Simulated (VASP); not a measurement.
# KBr (Fm-3m) in VASP: notebook

Aim: see how the results for KBr move with the level of theory and the settings. Levels: PBE, PBE+D4. Tasks: single point.

Everything below comes from runs of VASP 6.6.1. Logs are shortened: lines on timing, memory, paths and dates and some standing lists are left out, and cuts for length are marked.

## Step 1: The cell of the first run

The structure is cubic, space group Fm-3m (No. 225). The conventional cell has a = 6.600 Å, b = 6.600 Å, c = 6.600 Å, α = 90.00°, β = 90.00°, γ = 90.00°. Br (site symmetry m-3m) has 6 K at 3.30 Å within 4.3 Å. K (site symmetry m-3m) has 6 Br at 3.30 Å within 4.3 Å.

## Step 2: Single point, PBE

Input file INCAR:

```
SYSTEM = KBr
PREC = Accurate ; ENCUT = 520
EDIFF = 1E-7 ; ISMEAR = 0
SIGMA = 0.025 ; LREAL = .False.
LASPH = .True. ; NELM = 60
ALGO = Normal ; ISIF = 2
LWAVE = .False. ; LCHARG = .False.
GGA = PE ; NBANDS = 15
```

Input file KPOINTS:

```
Automatic mesh
0
Gamma
  7 7 7
  0 0 0
```

Input file POSCAR:

```
KBr
1.0
    0.0000000000      3.3000000000      3.3000000000
    3.3000000000      0.0000000000      3.3000000000
    3.3000000000      3.3000000000      0.0000000000
Br K
1 1
Direct
    0.5000000000      0.5000000000      0.5000000000
    0.0000000000      0.0000000000      0.0000000000
```

Potentials or basis: VASP PAW PBE potentials, release 64 (Br, K_sv).

Started as:

```
cat potpaw_PBE.64/Br/POTCAR potpaw_PBE.64/K_sv/POTCAR > POTCAR
mpirun -np 1 vasp_std > vasp.out
```

OUTCAR:

```text
SYSTEM = KBr
   PREC = Accurate
   ENCUT = 520
   EDIFF = 1E-7
   ISMEAR = 0
   LREAL = .False.
   LASPH = .True.
   NELM = 60
   ISIF = 2
   GGA = PE

 ion  position               nearest neighbor table
   1  0.500  0.500  0.500-   2 3.30   2 3.30   2 3.30   2 3.30   2 3.30   2 3.30
   2  0.000  0.000  0.000-   1 3.30   1 3.30   1 3.30   1 3.30   1 3.30   1 3.30

  LATTYP: Found a face centered cubic cell.
 ALAT       =     6.6000000000

  Lattice vectors:

 A1 = (   0.0000000000,   3.3000000000,   3.3000000000)
 A2 = (   3.3000000000,   0.0000000000,   3.3000000000)
 A3 = (   3.3000000000,   3.3000000000,   0.0000000000)

Analysis of symmetry for initial positions (statically):
=====================================================================
 Subroutine PRICEL returns:
 Original cell was already a primitive cell.

 Routine SETGRP: Setting up the symmetry group for a
 face centered cubic supercell.

 Subroutine GETGRP returns: Found 48 space group operations
 (whereof 48 operations were pure point group operations)
 out of a pool of 48 trial point group operations.

The static configuration has the point symmetry O_h .

Analysis of symmetry for dynamics (positions and initial velocities):
=====================================================================
 Subroutine PRICEL returns:
 Original cell was already a primitive cell.

 Routine SETGRP: Setting up the symmetry group for a
 face centered cubic supercell.

 Subroutine GETGRP returns: Found 48 space group operations
 (whereof 48 operations were pure point group operations)
 out of a pool of 48 trial point group operations.

The dynamic configuration has the point symmetry O_h .

 Subroutine INISYM returns: Found 48 space group operations
 (whereof 48 operations are pure point group operations),
 and found     1 'primitive' translations

----------------------------------------------------------------------------------------

                                     Primitive cell

  volume of cell :      71.8740

  direct lattice vectors                    reciprocal lattice vectors
     0.000000000  3.300000000  3.300000000    -0.151515152  0.151515152  0.151515152
     3.300000000  0.000000000  3.300000000     0.151515152 -0.151515152  0.151515152
     3.300000000  3.300000000  0.000000000     0.151515152  0.151515152 -0.151515152

  length of vectors
     4.666904756  4.666904756  4.666904756     0.262431941  0.262431941  0.262431941

  position of ions in fractional coordinates (direct lattice)
     0.500000000  0.500000000  0.500000000
     0.000000000  0.000000000  0.000000000

  ion indices of the primitive-cell ions
   primitive index   ion index
                 1           1
                 2           2

----------------------------------------------------------------------------------------

 KPOINTS: Automatic mesh

Automatic generation of k-mesh.
 Grid dimensions read from file:
 generate k-points for:    7    7    7

 Generating k-lattice:

  Cartesian coordinates                     Fractional coordinates (reciprocal lattice)
    -0.021645022  0.021645022  0.021645022     0.142857143  0.000000000  0.000000000
     0.021645022 -0.021645022  0.021645022     0.000000000  0.142857143  0.000000000
     0.021645022  0.021645022 -0.021645022     0.000000000  0.000000000  0.142857143

  Length of vectors
     0.037490277  0.037490277  0.037490277

  Shift w.r.t. Gamma in fractional coordinates (k-lattice)
     0.000000000  0.000000000  0.000000000

 Subroutine IBZKPT returns following result:
 ===========================================

 Found     20 irreducible k-points:

 Following reciprocal coordinates:
            Coordinates               Weight
  0.000000  0.000000  0.000000      1.000000
  0.142857  0.000000  0.000000      8.000000
  0.285714  0.000000  0.000000      8.000000
  0.428571  0.000000  0.000000      8.000000
  0.142857  0.142857  0.000000      6.000000
  0.285714  0.142857  0.000000     24.000000
[... 12 lines left out ...]
 -0.428571  0.428571  0.142857     24.000000
 -0.285714  0.428571  0.142857     24.000000
   k-points           NKPTS =     20   k-points in BZ     NKDIM =     20   number of bands    NBANDS=     15
   number of dos      NEDOS =    301   number of ions     NIONS =      2
   total plane-waves  NPLWV =  46656
   dimension x,y,z NGX =    36 NGY =   36 NGZ =   36
   dimension x,y,z NGXF=    72 NGYF=   72 NGZF=   72
   ions per type =               1   1
   NGX,Y,Z   is equivalent  to a cutoff of  12.82, 12.82, 12.82 a.u.
   NGXF,Y,Z  is equivalent  to a cutoff of  25.65, 25.65, 25.65 a.u.
 SYSTEM =  KBr
   PREC   = accura    normal or accurate (medium, high low for compatibility)
   ISTART =      0    job   : 0-new  1-cont  2-samecut
   ICHARG =      2    charge: 1-file 2-atom 10-const
   ISPIN  =      1    spin polarized calculation?
   LNONCOLLINEAR =      F non collinear calculations
   LSORBIT =      F    spin-orbit coupling
   LASPH  =      T    aspherical Exc in radial PAW
   ENCUT  =  520.0 eV  38.22 Ry    6.18 a.u.   8.68  8.68  8.68*2*pi/ulx,y,z
   NELM   =     60;   NELMIN=  2; NELMDL= -5     # of ELM steps
   EDIFF  = 0.1E-06   stopping-criterion for ELM
   LREAL  =      F    real-space projection
   EDIFFG = 0.1E-05   stopping-criterion for IOM
   NSW    =      0    number of steps for IOM
   IBRION =     -1    ionic relax: 0-MD 1-quasi-New 2-CG
   NFREE  =      0    steps in history (QN), initial steepest desc. (CG)
   ISIF   =      2    stress and relaxation
   ISYM   =      2    0-nonsym 1-usesym 2-fastsym
   POTIM  = 0.5000    time-step for ionic-motion
   TEBEG  =    0.0;   TEEND  =   0.0 temperature during run
   PSTRESS=    0.0 pullay stress
   NELECT =      16.0000    total number of electrons
   NUPDOWN=      -1.0000    fix difference up-down
   EMIN   =  10.00;   EMAX   =-10.00  energy-range for DOS
   EFERMI =   0.00;   METHOD = LEGACY
   ISMEAR =     0;   SIGMA  =   0.03  broadening in eV -4-tet -1-fermi 0-gaus
   EFERMI_NEDOS =   21; number of points for ismear=-14 and -15
   IALGO  =     38    algorithm
   IMIX   =      4    mixing-type and parameters
     AMIX     =   0.40;   BMIX     =  1.00
     AMIX_MAG =   1.60;   BMIX_MAG =  1.00
  volume/ion in A,a.u.               =      35.94       242.51
  Fermi-wavevector in a.u.,A,eV,Ry     =   0.992181  1.874950 13.393889  0.984423
  Thomas-Fermi vector in A             =   2.123975
   LORBIT       =      0    0 simple, 1 ext, 2 COOP (PROOUT), +10 PAW based schemes
   GGA     = PE    functional components
   LHFCALC =     F    Hartree Fock is set to
   AEXX    =    0.0000 exact exchange contribution
   IVDW    =     0    specifies the selected vdW correction
   LEPSILON=     F    determine dielectric tensor
   LRPA    =     F    only Hartree local field effects (RPA)
 non-spin polarized calculation
 Gauss-broadening in eV      SIGMA  =   0.03
  energy-cutoff  :      520.00
  volume of cell :       71.87
 maximum number of plane-waves:      1948
   NGX = 17   NGY = 17   NGZ = 17

 number of electron      15.9999997 magnetization

 Free energy of the ion-electron system (eV)
  ---------------------------------------------------
  ext. energy  EPLUGINS =         0.00000000
  ---------------------------------------------------
  free energy    TOTEN  =        -6.21508458 eV

  energy without entropy =       -6.21508458  energy(sigma->0) =       -6.21508458

 E-fermi :  -1.5293     XC(G=0):  -7.3706

 val. band max:       -1.7406308587   @ k =   0.0000   0.0000   0.0000
 cond. band min:       2.6932906660   @ k =   0.0000   0.0000   0.0000
 fundamental gap:      4.4339215247
 Fermi energy:        -1.5292852562

 k-point     1 :       0.0000    0.0000    0.0000
  band No.  band energies     occupation
      1     -29.5217      2.00000
      2     -14.0328      2.00000
      3     -12.9990      2.00000
      4     -12.9990      2.00000
      5     -12.9990      2.00000
      6      -1.7406      2.00000
      7      -1.7406      2.00000
      8      -1.7406      2.00000
      9       2.6933      0.00000
     10       5.8635      0.00000
     11       5.8635      0.00000
     12       5.8635      0.00000
     13       6.6868      0.00000
     14       6.6868      0.00000
     15       9.8617      0.00000

 k-point     2 :       0.1429    0.0000    0.0000
  band No.  band energies     occupation
      1     -29.5206      2.00000
      2     -14.0720      2.00000
      3     -13.0001      2.00000
      4     -13.0001      2.00000
      5     -12.9467      2.00000
      6      -2.0227      2.00000
      7      -1.8076      2.00000
      8      -1.8076      2.00000
      9       3.1931      0.00000
     10       5.7435      0.00000
     11       6.1040      0.00000
     12       6.1040      0.00000
     13       6.9518      0.00000
     14       6.9518      0.00000
     15      10.5615      0.00000

 k-point     3 :       0.2857    0.0000    0.0000
  band No.  band energies     occupation
      1     -29.5183      2.00000
      2     -14.1492      2.00000
      3     -13.0024      2.00000
      4     -13.0024      2.00000
      5     -12.8395      2.00000
      6      -2.5347      2.00000
      7      -1.9504      2.00000
      8      -1.9504      2.00000
      9       4.1872      0.00000
     10       5.8190      0.00000
     11       6.7643      0.00000
     12       6.7643      0.00000
     13       7.6644      0.00000
     14       7.6644      0.00000
     15      10.1477      0.00000

 k-point     4 :       0.4286    0.0000    0.0000
  band No.  band energies     occupation
      1     -29.5164      2.00000
      2     -14.2032      2.00000
      3     -13.0043      2.00000
      4     -13.0043      2.00000
      5     -12.7608      2.00000
      6      -2.8734      2.00000
      7      -2.0581      2.00000
      8      -2.0581      2.00000
      9       4.7808      0.00000
     10       6.3697      0.00000
     11       7.6932      0.00000
     12       7.6932      0.00000
     13       8.3586      0.00000
     14       8.3586      0.00000
     15       9.2811      0.00000
[... 235 lines left out ...]
 k-point    18 :      -0.4286    0.2857    0.1429
  band No.  band energies     occupation
      1     -29.5153      2.00000
      2     -14.1091      2.00000
      3     -13.0394      2.00000
      4     -13.0220      2.00000
      5     -12.8527      2.00000
      6      -2.6438      2.00000
      7      -2.2048      2.00000
      8      -2.1019      2.00000
      9       5.2783      0.00000
     10       5.8291      0.00000
     11       6.9599      0.00000
     12       7.7307      0.00000
     13       8.2588      0.00000
     14       8.6074      0.00000
     15       9.3208      0.00000

 k-point    19 :      -0.4286    0.4286    0.1429
  band No.  band energies     occupation
      1     -29.5147      2.00000
      2     -14.0198      2.00000
      3     -13.0600      2.00000
      4     -13.0431      2.00000
      5     -12.9401      2.00000
      6      -2.5187      2.00000
      7      -2.1494      2.00000
      8      -2.1381      2.00000
      9       4.7199      0.00000
     10       5.8526      0.00000
     11       6.8717      0.00000
     12       7.8358      0.00000
     13       8.0428      0.00000
     14       8.8695      0.00000
     15       9.3651      0.00000

 k-point    20 :      -0.2857    0.4286    0.1429
  band No.  band energies     occupation
      1     -29.5145      2.00000
      2     -14.0469      2.00000
      3     -13.0657      2.00000
      4     -13.0420      2.00000
      5     -12.8976      2.00000
      6      -2.4147      2.00000
      7      -2.3662      2.00000
      8      -2.1588      2.00000
      9       5.3125      0.00000
     10       6.0447      0.00000
     11       6.5910      0.00000
     12       7.3080      0.00000
     13       8.7308      0.00000
     14       8.7450      0.00000
     15       9.5373      0.00000

------------------------ aborting loop because EDIFF is reached ----------------------------------------

  FORCE on cell =-STRESS in cart. coord.  units (eV):
  Direction    XX          YY          ZZ          XY          YZ          ZX
  --------------------------------------------------------------------------------------
  -------------------------------------------------------------------------------------
  Total        0.3385899      0.3385899      0.3385899      0.0000000      0.0000000      0.0000000
  in kB        7.5476683      7.5476683      7.5476683      0.0000000      0.0000000      0.0000000
  external PRESSURE =       7.5476683 kB  Pullay stress =       0.0000000 kB

 VOLUME and BASIS-vectors are now :
 -----------------------------------------------------------------------------
  energy-cutoff  :      520.00
  volume of cell :       71.87
      direct lattice vectors                 reciprocal lattice vectors
     0.000000000  3.300000000  3.300000000    -0.151515152  0.151515152  0.151515152
     3.300000000  0.000000000  3.300000000     0.151515152 -0.151515152  0.151515152
     3.300000000  3.300000000  0.000000000     0.151515152  0.151515152 -0.151515152

 POSITION                                       TOTAL-FORCE (eV/Angst)
 -----------------------------------------------------------------------------------
      3.30000      3.30000      3.30000        -0.000000     -0.000000     -0.000000
      0.00000      0.00000      0.00000         0.000000      0.000000      0.000000
 -----------------------------------------------------------------------------------
    total drift:                                0.000000      0.000000      0.000000

  FREE ENERGIE OF THE ION-ELECTRON SYSTEM (eV)
  ---------------------------------------------------
  free  energy   TOTEN  =        -6.2150845767 eV

  energy  without entropy=       -6.2150845767  energy(sigma->0) =       -6.21508458
```

Wall time 61 s (1 thread of AMD EPYC, shared host); peak memory 0.18 GiB.

What came out:

```yaml
Free_energy: -6.2151 eV
Pressure: 0.8 GPa
Band_gap_on_the_k_mesh: 4.43 eV, direct
```

A k mesh can miss the band edges. PBE gaps usually lie below the measured ones, often by a third to a half.

(Part 1 of 2 ends here.)
